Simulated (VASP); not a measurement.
A run of VASP 6.6.1 is set up as follows.

Contents of INCAR:

```
ALGO = Fast ; EDIFF = 1E-6
ENCUT = 520 ; GGA = RP
ISIF = 2 ; ISMEAR = 0
LASPH = True ; LCHARG = False
LREAL = False ; LWAVE = False
NBANDS = 21 ; NELM = 60
PREC = Accurate ; SIGMA = 0.1
```

The input KPOINTS:

```
k-points
0
Gamma
  7 7 7
```

POSCAR

```
Sn
1.0
    0.0000000000      3.2333428000      3.2333428000
    3.2333428000      0.0000000000      3.2333428000
    3.2333428000      3.2333428000      0.0000000000
Sn
2
Direct
    0.7500000000      0.7500000000      0.7500000000
    0.5000000000      0.5000000000      0.5000000000
```

Potentials or basis: VASP PAW PBE potentials, release 64 (Sn_d).

Run with:

```sh
$ cat potpaw_PBE.64/Sn_d/POTCAR > POTCAR
$ mpirun -np 1 vasp_std > vasp.out
```

Task: What does it give for the band gap on the k mesh?

Result: Zero (filled and empty bands touch).

Task: Estimate the pressure.

Result: 5.2 GPa.

Caveat: the cell stands under pressure; the PAW data sets were made with another functional, which shifts forces and pressure a little; spin-orbit coupling is left out, which moves the levels of the heavy elements.
